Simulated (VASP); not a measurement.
Write the native input for VASP 6.6.1 that does the following.

| Item | Value |
| --- | --- |
| Task | relaxation of cell and atoms |
| Functional | PBE |
| Potentials or basis | VASP PAW PBE potentials, release 64 (Sc_sv, Al, Sb, P) |
| Cutoff | 600 eV |
| k mesh | 12 × 12 × 8 |
| Occupations | gaussian, width 0.1 eV |
| Spin | no spin polarisation |
| Dipole correction | no |
| Further INCAR settings | ALGO = Normal; EDIFF = 1e-06; IBRION = 2; EDIFFG = -0.01; NSW = 100; ISIF = 3 |

The structure of ScAlSbP3 lies in POSCAR:

```
ScAlSbP3
1.0
    5.3107748563      0.0000000000      0.0000000000
   -2.6553874281      4.5992659393      0.0000000000
    0.0000000000      0.0000000000      5.1995882214
Sc Al Sb P
1 1 1 3
Direct
    0.0000000000      0.0000000000      0.0000000000
    0.6666666667      0.3333333333      0.0000000000
    0.3333333333      0.6666666667      0.0000000000
    0.9459716477      0.4729858239      0.5000000000
    0.5270141761      0.4729858239      0.5000000000
    0.5270141761      0.0540283523      0.5000000000
```

The cell was generated, and may not be a known phase.

These files were run (other wordings do the same):

INCAR

```
ALGO     = Normal         # electronic algorithm
EDIFF    = 1E-6           # SCF threshold, eV
EDIFFG   = -0.01          # ionic threshold
ENCUT    = 600            # plane-wave cutoff, eV
GGA      = PE             # functional
IBRION   = 2              # ionic algorithm
ISIF     = 3              # what is computed and relaxed
ISMEAR   = 0              # smearing method
LASPH    = T              # aspherical terms in the spheres
LCHARG   = F              # write CHGCAR
LREAL    = F              # projectors in reciprocal space
LWAVE    = F              # write WAVECAR
NELM     = 80             # most SCF steps
NSW      = 100            # ionic steps
PREC     = Accurate       # precision mode
SIGMA    = 0.1            # smearing width, eV
```

KPOINTS

```
k-points
0
Gamma
  12 12 8
```

Potentials or basis: VASP PAW PBE potentials, release 64 (Sc_sv, Al, Sb, P).

Launch:

```bash
$ cat potpaw_PBE.64/Sc_sv/POTCAR potpaw_PBE.64/Al/POTCAR potpaw_PBE.64/Sb/POTCAR potpaw_PBE.64/P/POTCAR > POTCAR
$ mpirun -np 1 vasp_std > vasp.out
```

Results of the run:

```
Relaxed volume                        : 21.30 Å³/atom
Relaxed cell                          : a = 5.306 Å, b = 5.306 Å, c = 5.242 Å, α = 90.00°, β = 90.00°, γ = 120.00°
Space group after relaxing (to 0.1 Å) : P-6m2 (No. 187)
Energy gained by relaxing             : 0.4 meV/atom
Ionic steps                           : 7
Pressure after relaxing               : 0.0 GPa
Largest force after relaxing          : 0.004 eV/Å
Band gap on the k mesh                : zero (bands 17 and 18 overlap by 0.82 eV)
```

Caveat: spin-orbit coupling is left out, which moves the levels of the heavy elements.

It took 43 min on 1 thread of Intel Xeon 8259CL (shared host), peak memory 0.55 GiB.
